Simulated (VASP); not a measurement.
# C (P6_3/mmc) in VASP: single point with r2SCAN

Aim: the single point of C with r2SCAN.

Program: VASP 6.6.1. These are calculated values, not measurements. Logs are shortened: lines on timing, memory, paths and dates and some standing lists are left out, and cuts for length are marked.

**1. The cell of the first run**

The structure is hexagonal, space group P6_3/mmc (No. 194). The conventional cell has a = 2.503 Å, b = 2.503 Å, c = 4.169 Å, α = 90.00°, β = 90.00°, γ = 120.00°. C (site symmetry 3m) has 4 C at 1.54 to 1.56 Å within 2.0 Å.

**2. Single point, r2SCAN**

The input, POSCAR:

```
C
1.0
    2.5031953718      0.0000000000      0.0000000000
   -1.2515976859      2.1678307826      0.0000000000
    0.0000000000      0.0000000000      4.1688692921
C
4
Direct
    0.3333333333      0.6666666667      0.0002313166
    0.6666666667      0.3333333333      0.5002313166
    0.3333333333      0.6666666667      0.3747686834
    0.6666666667      0.3333333333      0.8747686834
```

The input, INCAR.step1:

```
ALGO = Normal ; EDIFF = 1E-5
ENCUT = 1430 ; GGA = PE
GGA_COMPAT = F ; ISMEAR = 0
LASPH = T ; LCHARG = F
LREAL = F ; LWAVE = T
NBANDS = 16 ; NELM = 120
PREC = Accurate ; SIGMA = 0.01
```

The input, INCAR.step2:

```
ALGO = Normal ; EDIFF = 1E-6
ENCUT = 1430 ; GGA_COMPAT = F
ISIF = 2 ; ISMEAR = 0
ISTART = 1 ; LASPH = T
LCHARG = T ; LELF = T
LMIXTAU = T ; LREAL = F
LVHAR = T ; LWAVE = F
METAGGA = R2SCAN ; NBANDS = 16
NELM = 120 ; PREC = Accurate
SIGMA = 0.01
```

The input, KPOINTS:

```
k-points
0
Gamma
  12 12 6
```

Potentials or basis: VASP PAW PBE potentials, release 64 (C_h).

On the command line:

```console
cat potpaw_PBE.64/C_h/POTCAR > POTCAR
cp INCAR.step1 INCAR
mpirun -np 1 vasp_std > vasp.out
cp INCAR.step2 INCAR
mpirun -np 1 vasp_std > vasp.out
```

OUTCAR:

```text
EDIFF = 1E-6
   ENCUT = 1430
   ISIF = 2
   ISMEAR = 0
   ISTART = 1
   LASPH = T
   LREAL = F
   METAGGA = R2SCAN
   NELM = 120
   PREC = Accurate

 ion  position               nearest neighbor table
   1  0.333  0.667  0.000-
   2  0.667  0.333  0.500-
   3  0.333  0.667  0.375-
   4  0.667  0.333  0.875-

  LATTYP: Found a hexagonal cell.
 ALAT       =     2.5031953718
 C/A-ratio  =     1.6654190636

  Lattice vectors:

 A1 = (   2.5031953718,   0.0000000000,   0.0000000000)
 A2 = (  -1.2515976859,   2.1678307826,   0.0000000000)
 A3 = (   0.0000000000,   0.0000000000,   4.1688692921)

Analysis of symmetry for initial positions (statically):
=====================================================================
 Subroutine PRICEL returns:
 Original cell was already a primitive cell.

 Routine SETGRP: Setting up the symmetry group for a
 hexagonal supercell.

 Subroutine GETGRP returns: Found 24 space group operations
 (whereof  6 operations were pure point group operations)
 out of a pool of 24 trial point group operations.

The static configuration has the point symmetry C_3v.
 The point group associated with its full space group is D_6h.

Analysis of symmetry for dynamics (positions and initial velocities):
=====================================================================
 Subroutine PRICEL returns:
 Original cell was already a primitive cell.

 Routine SETGRP: Setting up the symmetry group for a
 hexagonal supercell.

 Subroutine GETGRP returns: Found 24 space group operations
 (whereof  6 operations were pure point group operations)
 out of a pool of 24 trial point group operations.

The dynamic configuration has the point symmetry C_3v.
 The point group associated with its full space group is D_6h.

 Subroutine INISYM returns: Found 24 space group operations
 (whereof  6 operations are pure point group operations),
 and found     1 'primitive' translations

----------------------------------------------------------------------------------------

                                     Primitive cell

  volume of cell :      22.6224

  direct lattice vectors                    reciprocal lattice vectors
     2.503195372  0.000000000  0.000000000     0.399489393  0.230645309  0.000000000
    -1.251597686  2.167830783  0.000000000     0.000000000  0.461290617  0.000000000
     0.000000000  0.000000000  4.168869292     0.000000000  0.000000000  0.239873196

  length of vectors
     2.503195372  2.503195372  4.168869292     0.461290617  0.461290617  0.239873196

  position of ions in fractional coordinates (direct lattice)
     0.333333333  0.666666667  0.000231317
     0.666666667  0.333333333  0.500231317
     0.333333333  0.666666667  0.374768683
     0.666666667  0.333333333  0.874768683

  ion indices of the primitive-cell ions
   primitive index   ion index
                 1           1
                 2           2
                 3           3
                 4           4

----------------------------------------------------------------------------------------

 KPOINTS: k-points

Automatic generation of k-mesh.
 Grid dimensions read from file:
 generate k-points for:   12   12    6

 Generating k-lattice:

  Cartesian coordinates                     Fractional coordinates (reciprocal lattice)
     0.033290783  0.019220442  0.000000000     0.083333333  0.000000000  0.000000000
     0.000000000  0.038440885  0.000000000     0.000000000  0.083333333  0.000000000
     0.000000000  0.000000000  0.039978866     0.000000000  0.000000000  0.166666667

  Length of vectors
     0.038440885  0.038440885  0.039978866

  Shift w.r.t. Gamma in fractional coordinates (k-lattice)
     0.000000000  0.000000000  0.000000000

 Subroutine IBZKPT returns following result:
 ===========================================

 Found     76 irreducible k-points:

 Following reciprocal coordinates:
            Coordinates               Weight
  0.000000  0.000000  0.000000      1.000000
  0.083333  0.000000  0.000000      6.000000
  0.166667  0.000000  0.000000      6.000000
  0.250000  0.000000  0.000000      6.000000
  0.333333  0.000000  0.000000      6.000000
  0.416667  0.000000  0.000000      6.000000
[... 16 lines left out ...]
  0.250000  0.000000  0.166667     12.000000
  0.333333  0.000000  0.166667     12.000000
 [... further k-points ...]
   k-points           NKPTS =     76   k-points in BZ     NKDIM =     76   number of bands    NBANDS=     16
   number of dos      NEDOS =    301   number of ions     NIONS =      4
   total plane-waves  NPLWV =  55296
   dimension x,y,z NGX =    32 NGY =   32 NGZ =   54
   dimension x,y,z NGXF=    64 NGYF=   64 NGZF=  108
   ions per type =               4
   NGX,Y,Z   is equivalent  to a cutoff of  21.25, 21.25, 21.53 a.u.
   NGXF,Y,Z  is equivalent  to a cutoff of  42.50, 42.50, 43.07 a.u.
 SYSTEM =  unknown system
   PREC   = accura    normal or accurate (medium, high low for compatibility)
   ISTART =      1    job   : 0-new  1-cont  2-samecut
   ICHARG =      0    charge: 1-file 2-atom 10-const
   ISPIN  =      1    spin polarized calculation?
   LNONCOLLINEAR =      F non collinear calculations
   LSORBIT =      F    spin-orbit coupling
   LASPH  =      T    aspherical Exc in radial PAW
   ENCUT  = 1430.0 eV 105.10 Ry   10.25 a.u.   7.72  7.72 12.85*2*pi/ulx,y,z
   NELM   =    120;   NELMIN=  2; NELMDL=  0     # of ELM steps
   EDIFF  = 0.1E-05   stopping-criterion for ELM
   LREAL  =      F    real-space projection
   EDIFFG = 0.1E-04   stopping-criterion for IOM
   NSW    =      0    number of steps for IOM
   IBRION =     -1    ionic relax: 0-MD 1-quasi-New 2-CG
   NFREE  =      0    steps in history (QN), initial steepest desc. (CG)
   ISIF   =      2    stress and relaxation
   ISYM   =      2    0-nonsym 1-usesym 2-fastsym
   POTIM  = 0.5000    time-step for ionic-motion
   TEBEG  =    0.0;   TEEND  =   0.0 temperature during run
   PSTRESS=    0.0 pullay stress
   NELECT =      16.0000    total number of electrons
   NUPDOWN=      -1.0000    fix difference up-down
   EMIN   =  10.00;   EMAX   =-10.00  energy-range for DOS
   EFERMI =   0.00;   METHOD = LEGACY
   ISMEAR =     0;   SIGMA  =   0.01  broadening in eV -4-tet -1-fermi 0-gaus
   EFERMI_NEDOS =   21; number of points for ismear=-14 and -15
   IALGO  =     38    algorithm
   IMIX   =      4    mixing-type and parameters
     AMIX     =   0.40;   BMIX     =  1.00
     AMIX_MAG =   1.60;   BMIX_MAG =  1.00
  volume/ion in A,a.u.               =       5.66        38.17
  Fermi-wavevector in a.u.,A,eV,Ry     =   1.458597  2.756349 28.946471  2.127506
  Thomas-Fermi vector in A             =   2.575263
   LORBIT       =      0    0 simple, 1 ext, 2 COOP (PROOUT), +10 PAW based schemes
   METAGGA = R2SCAN    functional components
   LHFCALC =     F    Hartree Fock is set to
   AEXX    =    0.0000 exact exchange contribution
   IVDW    =     0    specifies the selected vdW correction
   LEPSILON=     F    determine dielectric tensor
   LRPA    =     F    only Hartree local field effects (RPA)
 non-spin polarized calculation
 Gauss-broadening in eV      SIGMA  =   0.01
  energy-cutoff  :     1430.00
  volume of cell :       22.62
 maximum number of plane-waves:      2808
 NGX is ok and might be reduce to    32
   NGX = 15   NGY = 15   NGZ = 25

 number of electron      16.0000000 magnetization

 Free energy of the ion-electron system (eV)
  ---------------------------------------------------
  ext. energy  EPLUGINS =         0.00000000
  ---------------------------------------------------
  free energy    TOTEN  =       -39.33420615 eV

  energy without entropy =      -39.33420615  energy(sigma->0) =      -39.33420615

 E-fermi :  11.3222     XC(G=0): -14.2789

 val. band max:       11.2567365327   @ k =   0.0000   0.0000   0.0000
 cond. band min:      14.8465086748   @ k =   0.3333   0.3333   0.0000
 fundamental gap:      3.5897721421
 Fermi energy:        11.3222220523

 k-point     1 :       0.0000    0.0000    0.0000
  band No.  band energies     occupation
      1     -11.7779      2.00000
      2      -6.0363      2.00000
      3      -3.1170      2.00000
      4       7.9874      2.00000
      5       7.9874      2.00000
      6      10.7569      2.00000
[... 8 lines left out ...]
     15      25.9481      0.00000
     16      30.1859      0.00000

 k-point     2 :       0.0833    0.0000    0.0000
  band No.  band energies     occupation
      1     -11.5972      2.00000
      2      -5.8714      2.00000
      3      -2.9518      2.00000
      4       7.0731      2.00000
      5       7.6130      2.00000
      6      10.4706      2.00000
[... 8 lines left out ...]
     15      26.1906      0.00000
     16      29.4141      0.00000

 k-point     3 :       0.1667    0.0000    0.0000
  band No.  band energies     occupation
      1     -11.0574      2.00000
      2      -5.3785      2.00000
      3      -2.4698      2.00000
      4       4.9465      2.00000
      5       6.7598      2.00000
      6       8.6328      2.00000
[... 8 lines left out ...]
     15      26.9368      0.00000
     16      27.2351      0.00000

 k-point     4 :       0.2500    0.0000    0.0000
  band No.  band energies     occupation
      1     -10.1664      2.00000
      2      -4.5635      2.00000
      3      -1.7405      2.00000
      4       2.4615      2.00000
      5       5.8361      2.00000
      6       6.4011      2.00000
[... 8 lines left out ...]
     15      26.8269      0.00000
     16      27.6567      0.00000
[... 324 lines left out ...]
 k-point    22 :       0.1667    0.0000    0.1667
  band No.  band energies     occupation
      1     -10.8623      2.00000
      2      -6.4557      2.00000
      3      -1.0781      2.00000
      4       5.1178      2.00000
      5       6.9229      2.00000
      6       8.0648      2.00000
[... 8 lines left out ...]
     15      26.7904      0.00000
     16      27.5405      0.00000

 k-point    23 :       0.2500    0.0000    0.1667
  band No.  band energies     occupation
      1      -9.9728      2.00000
      2      -5.6188      2.00000
      3      -0.4308      2.00000
      4       2.6779      2.00000
      5       5.8116      2.00000
      6       6.0030      2.00000
[... 8 lines left out ...]
     15      26.0147      0.00000
     16      27.6871      0.00000

 k-point    24 :       0.3333    0.0000    0.1667
  band No.  band energies     occupation
      1      -8.7530      2.00000
      2      -4.4810      2.00000
      3      -0.6149      2.00000
      4       1.2915      2.00000
      5       3.4972      2.00000
      6       5.2463      2.00000
[... 8 lines left out ...]
     15      26.6693      0.00000
     16      29.2560      0.00000

 [... further k-points ...]

------------------------ aborting loop because EDIFF is reached ----------------------------------------

  FORCE on cell =-STRESS in cart. coord.  units (eV):
  Direction    XX          YY          ZZ          XY          YZ          ZX
  --------------------------------------------------------------------------------------
  -------------------------------------------------------------------------------------
  Total       -0.0859578     -0.0859578     -0.0832978      0.0000000      0.0000000      0.0000000
  in kB       -6.0877615     -6.0877615     -5.8993683      0.0000000      0.0000000      0.0000000
  external PRESSURE =      -6.0249637 kB  Pullay stress =       0.0000000 kB

 VOLUME and BASIS-vectors are now :
 -----------------------------------------------------------------------------
  energy-cutoff  :     1430.00
  volume of cell :       22.62
      direct lattice vectors                 reciprocal lattice vectors
     2.503195372  0.000000000  0.000000000     0.399489393  0.230645309  0.000000000
    -1.251597686  2.167830783  0.000000000     0.000000000  0.461290617  0.000000000
     0.000000000  0.000000000  4.168869292     0.000000000  0.000000000  0.239873196

 POSITION                                       TOTAL-FORCE (eV/Angst)
 -----------------------------------------------------------------------------------
     -0.00000      1.44522      0.00096        -0.000000      0.000000     -0.001946
      1.25160      0.72261      2.08540         0.000000     -0.000000     -0.001946
     -0.00000      1.44522      1.56236        -0.000000      0.000000      0.001946
      1.25160      0.72261      3.64680         0.000000     -0.000000      0.001946
 -----------------------------------------------------------------------------------
    total drift:                               -0.000000      0.000000     -0.000300

  FREE ENERGIE OF THE ION-ELECTRON SYSTEM (eV)
  ---------------------------------------------------
  free  energy   TOTEN  =       -39.3342061522 eV

  energy  without entropy=      -39.3342061522  energy(sigma->0) =      -39.33420615
```

Wall time 5.4 min (1 thread of Intel Xeon Platinum 8259CL at 2.50GHz (Skylake/Cascade Lake), shared host); peak memory 0.28 GiB.

What came out:

```yaml
Free_energy: -39.3342 eV
Pressure: -0.6 GPa
Band_gap_on_the_k_mesh: 3.59 eV (least direct gap 5.24 eV)
```

Caveat: the PAW data sets were made with another functional, which shifts forces and pressure a little. A k mesh can miss the band edges.
